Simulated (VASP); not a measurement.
# IrC (Pm-3m) in VASP: single point with PBE

Aim: the single point of IrC with PBE.

All numbers are computed with VASP 6.6.1; they aren't measurements. Logs are shortened: lines on timing, memory, paths and dates and some standing lists are left out, and cuts for length are marked.

### 1 The cell of the first run

Symmetry: Pm-3m, No. 221, cubic system. Conventional cell: a = 2.722 Å, b = 2.722 Å, c = 2.722 Å, α = 90.00°, β = 90.00°, γ = 90.00°. Within 3.1 Å of Ir (site symmetry m-3m) lie 8 C at 2.36 Å and 6 Ir at 2.72 Å. C (site symmetry m-3m) has 8 Ir at 2.36 Å and 6 C at 2.72 Å within 3.1 Å.

The cell was built from a structure type or drawn by symmetry, and may not be a known phase.

### 2 Single point, PBE

INCAR

```
ALGO = Normal ; EDIFF = 1E-6
ENCUT = 600 ; GGA = PE
GGA_COMPAT = F ; ISIF = 2
ISMEAR = 0 ; LASPH = T
LCHARG = F ; LREAL = F
LWAVE = F ; NBANDS = 18
NELM = 120 ; PREC = Accurate
SIGMA = 0.1
```

KPOINTS

```
k-points
0
Gamma
  20 20 20
```

POSCAR

```
IrC
1.0
    2.7221467971      0.0000000000      0.0000000000
    0.0000000000      2.7221467971      0.0000000000
    0.0000000000      0.0000000000      2.7221467971
Ir C
1 1
Direct
    0.5000000000      0.5000000000      0.5000000000
    0.0000000000      0.0000000000      0.0000000000
```

Potentials or basis: VASP PAW PBE potentials, release 64 (Ir_sv_GW, C).

Command:

```sh
> cat potpaw_PBE.64/Ir_sv_GW/POTCAR potpaw_PBE.64/C/POTCAR > POTCAR
> mpirun -np 1 vasp_std > vasp.out
```

OUTCAR:

```text
EDIFF = 1E-6
   ENCUT = 600
   GGA = PE
   ISIF = 2
   ISMEAR = 0
   LASPH = T
   LREAL = F
   NELM = 120
   PREC = Accurate

 ion  position               nearest neighbor table
   1  0.500  0.500  0.500-   2 2.36   2 2.36   2 2.36   2 2.36   2 2.36   2 2.36   2 2.36   2 2.36

   2  0.000  0.000  0.000-   1 2.36   1 2.36   1 2.36   1 2.36   1 2.36   1 2.36   1 2.36   1 2.36

  LATTYP: Found a simple cubic cell.
 ALAT       =     2.7221467971

  Lattice vectors:

 A1 = (   2.7221467971,   0.0000000000,   0.0000000000)
 A2 = (   0.0000000000,   2.7221467971,   0.0000000000)
 A3 = (   0.0000000000,   0.0000000000,   2.7221467971)

Analysis of symmetry for initial positions (statically):
=====================================================================
 Subroutine PRICEL returns:
 Original cell was already a primitive cell.

 Routine SETGRP: Setting up the symmetry group for a
 simple cubic supercell.

 Subroutine GETGRP returns: Found 48 space group operations
 (whereof 48 operations were pure point group operations)
 out of a pool of 48 trial point group operations.

The static configuration has the point symmetry O_h .

Analysis of symmetry for dynamics (positions and initial velocities):
=====================================================================
 Subroutine PRICEL returns:
 Original cell was already a primitive cell.

 Routine SETGRP: Setting up the symmetry group for a
 simple cubic supercell.

 Subroutine GETGRP returns: Found 48 space group operations
 (whereof 48 operations were pure point group operations)
 out of a pool of 48 trial point group operations.

The dynamic configuration has the point symmetry O_h .

 Subroutine INISYM returns: Found 48 space group operations
 (whereof 48 operations are pure point group operations),
 and found     1 'primitive' translations

----------------------------------------------------------------------------------------

                                     Primitive cell

  volume of cell :      20.1713

  direct lattice vectors                    reciprocal lattice vectors
     2.722146797  0.000000000  0.000000000     0.367357117  0.000000000  0.000000000
     0.000000000  2.722146797  0.000000000     0.000000000  0.367357117  0.000000000
     0.000000000  0.000000000  2.722146797     0.000000000  0.000000000  0.367357117

  length of vectors
     2.722146797  2.722146797  2.722146797     0.367357117  0.367357117  0.367357117

  position of ions in fractional coordinates (direct lattice)
     0.500000000  0.500000000  0.500000000
     0.000000000  0.000000000  0.000000000

  ion indices of the primitive-cell ions
   primitive index   ion index
                 1           1
                 2           2

----------------------------------------------------------------------------------------

 KPOINTS: k-points

Automatic generation of k-mesh.
 Grid dimensions read from file:
 generate k-points for:   20   20   20

 Generating k-lattice:

  Cartesian coordinates                     Fractional coordinates (reciprocal lattice)
     0.018367856  0.000000000  0.000000000     0.050000000  0.000000000  0.000000000
     0.000000000  0.018367856  0.000000000     0.000000000  0.050000000  0.000000000
     0.000000000  0.000000000  0.018367856     0.000000000  0.000000000  0.050000000

  Length of vectors
     0.018367856  0.018367856  0.018367856

  Shift w.r.t. Gamma in fractional coordinates (k-lattice)
     0.000000000  0.000000000  0.000000000

 Subroutine IBZKPT returns following result:
 ===========================================

 Found    286 irreducible k-points:

 Following reciprocal coordinates:
            Coordinates               Weight
  0.000000  0.000000  0.000000      1.000000
  0.050000  0.000000  0.000000      6.000000
  0.100000  0.000000  0.000000      6.000000
  0.150000  0.000000  0.000000      6.000000
  0.200000  0.000000  0.000000      6.000000
  0.250000  0.000000  0.000000      6.000000
[... 16 lines left out ...]
  0.150000  0.100000  0.000000     24.000000
  0.200000  0.100000  0.000000     24.000000
 [... further k-points ...]
   k-points           NKPTS =    286   k-points in BZ     NKDIM =    286   number of bands    NBANDS=     18
   number of dos      NEDOS =    301   number of ions     NIONS =      2
   total plane-waves  NPLWV =  13824
   dimension x,y,z NGX =    24 NGY =   24 NGZ =   24
   dimension x,y,z NGXF=    48 NGYF=   48 NGZF=   48
   ions per type =               1   1
   NGX,Y,Z   is equivalent  to a cutoff of  14.66, 14.66, 14.66 a.u.
   NGXF,Y,Z  is equivalent  to a cutoff of  29.31, 29.31, 29.31 a.u.
 SYSTEM =  unknown system
   PREC   = accura    normal or accurate (medium, high low for compatibility)
   ISTART =      0    job   : 0-new  1-cont  2-samecut
   ICHARG =      2    charge: 1-file 2-atom 10-const
   ISPIN  =      1    spin polarized calculation?
   LNONCOLLINEAR =      F non collinear calculations
   LSORBIT =      F    spin-orbit coupling
   LASPH  =      T    aspherical Exc in radial PAW
   ENCUT  =  600.0 eV  44.10 Ry    6.64 a.u.   5.44  5.44  5.44*2*pi/ulx,y,z
   NELM   =    120;   NELMIN=  2; NELMDL= -5     # of ELM steps
   EDIFF  = 0.1E-05   stopping-criterion for ELM
   LREAL  =      F    real-space projection
   EDIFFG = 0.1E-04   stopping-criterion for IOM
   NSW    =      0    number of steps for IOM
   IBRION =     -1    ionic relax: 0-MD 1-quasi-New 2-CG
   NFREE  =      0    steps in history (QN), initial steepest desc. (CG)
   ISIF   =      2    stress and relaxation
   ISYM   =      2    0-nonsym 1-usesym 2-fastsym
   POTIM  = 0.5000    time-step for ionic-motion
   TEBEG  =    0.0;   TEEND  =   0.0 temperature during run
   PSTRESS=    0.0 pullay stress
   NELECT =      21.0000    total number of electrons
   NUPDOWN=      -1.0000    fix difference up-down
   EMIN   =  10.00;   EMAX   =-10.00  energy-range for DOS
   EFERMI =   0.00;   METHOD = LEGACY
   ISMEAR =     0;   SIGMA  =   0.10  broadening in eV -4-tet -1-fermi 0-gaus
   EFERMI_NEDOS =   21; number of points for ismear=-14 and -15
   IALGO  =     38    algorithm
   IMIX   =      4    mixing-type and parameters
     AMIX     =   0.40;   BMIX     =  1.00
     AMIX_MAG =   1.60;   BMIX_MAG =  1.00
  volume/ion in A,a.u.               =      10.09        68.06
  Fermi-wavevector in a.u.,A,eV,Ry     =   1.659216  3.135465 37.456830  2.752999
  Thomas-Fermi vector in A             =   2.746663
   LORBIT       =      0    0 simple, 1 ext, 2 COOP (PROOUT), +10 PAW based schemes
   GGA     = PE    functional components
   LHFCALC =     F    Hartree Fock is set to
   AEXX    =    0.0000 exact exchange contribution
   IVDW    =     0    specifies the selected vdW correction
   LEPSILON=     F    determine dielectric tensor
   LRPA    =     F    only Hartree local field effects (RPA)
 non-spin polarized calculation
 Gauss-broadening in eV      SIGMA  =   0.10
  energy-cutoff  :      600.00
  volume of cell :       20.17
 maximum number of plane-waves:       699
 NGX is ok and might be reduce to    24
   NGX = 11   NGY = 11   NGZ = 11

 number of electron      21.0000000 magnetization

 Free energy of the ion-electron system (eV)
  ---------------------------------------------------
  ext. energy  EPLUGINS =         0.00000000
  ---------------------------------------------------
  free energy    TOTEN  =       -15.31092465 eV

  energy without entropy =      -15.30598745  energy(sigma->0) =      -15.30845605

 E-fermi :  12.4914     XC(G=0): -14.2625

 val. band max:       12.4882429273   @ k =   0.4000   0.2000   0.2000
 cond. band min:      12.4946205565   @ k =   0.3500   0.2500   0.0500
 fundamental gap:      0.0063776292
 Fermi energy:        12.4913774602

 k-point     1 :       0.0000    0.0000    0.0000
  band No.  band energies     occupation
      1     -81.0896      2.00000
      2     -37.7206      2.00000
      3     -37.7206      2.00000
      4     -37.7206      2.00000
      5      -3.5449      2.00000
      6       5.6409      2.00000
[... 10 lines left out ...]
     17      34.0115      0.00000
     18      34.0115      0.00000

 k-point     2 :       0.0500    0.0000    0.0000
  band No.  band energies     occupation
      1     -81.0893      2.00000
      2     -37.7315      2.00000
      3     -37.7198      2.00000
      4     -37.7198      2.00000
      5      -3.4902      2.00000
      6       5.6578      2.00000
[... 10 lines left out ...]
     17      33.7985      0.00000
     18      33.8174      0.00000

 k-point     3 :       0.1000    0.0000    0.0000
  band No.  band energies     occupation
      1     -81.0873      2.00000
      2     -37.7618      2.00000
      3     -37.7169      2.00000
      4     -37.7169      2.00000
      5      -3.3275      2.00000
      6       5.7031      2.00000
[... 10 lines left out ...]
     17      33.1373      0.00000
     18      33.1381      0.00000

 k-point     4 :       0.1500    0.0000    0.0000
  band No.  band energies     occupation
      1     -81.0848      2.00000
      2     -37.8094      2.00000
      3     -37.7128      2.00000
      4     -37.7128      2.00000
      5      -3.0620      2.00000
      6       5.6955      2.00000
[... 375 lines left out ...]
      4     -37.7136      2.00000
      5      -3.1162      2.00000
      6       5.7558      2.00000
[... 10 lines left out ...]
     17      31.7874      0.00000
     18      32.7122      0.00000

 k-point    23 :       0.1500    0.1000    0.0000
  band No.  band energies     occupation
      1     -81.0831      2.00000
      2     -37.8057      2.00000
      3     -37.7538      2.00000
      4     -37.7094      2.00000
      5      -2.8585      2.00000
      6       5.7686      2.00000
[... 10 lines left out ...]
     17      30.8573      0.00000
     18      32.0222      0.00000

 k-point    24 :       0.2000    0.1000    0.0000
  band No.  band energies     occupation
      1     -81.0801      2.00000
      2     -37.8650      2.00000
      3     -37.7485      2.00000
      4     -37.7043      2.00000
      5      -2.5091      2.00000
      6       5.6261      2.00000
[... 10 lines left out ...]
     17      30.0291      0.00000
     18      31.1605      0.00000

 [... further k-points ...]

------------------------ aborting loop because EDIFF is reached ----------------------------------------

  FORCE on cell =-STRESS in cart. coord.  units (eV):
  Direction    XX          YY          ZZ          XY          YZ          ZX
  --------------------------------------------------------------------------------------
  -------------------------------------------------------------------------------------
  Total       -0.0946741     -0.0946741     -0.0946741     -0.0000000     -0.0000000      0.0000000
  in kB       -7.5198132     -7.5198132     -7.5198132     -0.0000000     -0.0000000      0.0000000
  external PRESSURE =      -7.5198132 kB  Pullay stress =       0.0000000 kB

 VOLUME and BASIS-vectors are now :
 -----------------------------------------------------------------------------
  energy-cutoff  :      600.00
  volume of cell :       20.17
      direct lattice vectors                 reciprocal lattice vectors
     2.722146797  0.000000000  0.000000000     0.367357117  0.000000000  0.000000000
     0.000000000  2.722146797  0.000000000     0.000000000  0.367357117  0.000000000
     0.000000000  0.000000000  2.722146797     0.000000000  0.000000000  0.367357117

 POSITION                                       TOTAL-FORCE (eV/Angst)
 -----------------------------------------------------------------------------------
      1.36107      1.36107      1.36107         0.000000      0.000000      0.000000
      0.00000      0.00000      0.00000         0.000000      0.000000      0.000000
 -----------------------------------------------------------------------------------
    total drift:                                0.000000     -0.000000     -0.000000

  FREE ENERGIE OF THE ION-ELECTRON SYSTEM (eV)
  ---------------------------------------------------
  free  energy   TOTEN  =       -15.3109246467 eV

  energy  without entropy=      -15.3059874476  energy(sigma->0) =      -15.30845605
```

Wall time 51 s (1 thread of AMD EPYC 9R45 (Zen 5), shared host); peak memory 0.22 GiB.

What came out:

| Property | Result |
| --- | --- |
| Free energy | -15.3109 eV |
| Pressure | -0.8 GPa |
| Band gap on the k mesh | zero (an odd number of electrons rules out a gap without spin polarisation) |

Levels at points of the mesh, in eV from the Fermi level:
```tsv
k point	band 7	band 8	band 9	band 10	band 11	band 12	band 13	band 14	band 15	band 16
(0.00, 0.00, 0.00)	-6.85	-1.13	-1.13	-1.13	-0.60	-0.60	-0.60	5.08	16.32	16.32
(0.50, 0.00, 0.00)	-6.09	-5.04	-5.04	-0.83	0.71	4.40	4.40	9.42	10.18	10.41
(0.50, 0.50, 0.00)	-5.43	-5.43	-3.04	-3.04	0.40	0.73	0.81	6.00	12.84	12.84
(0.50, 0.50, 0.50)	-9.08	-8.50	0.88	0.88	4.85	4.85	4.85	5.69	5.69	5.69
```

Caveat: spin-orbit coupling is left out, which moves the levels of the heavy elements.
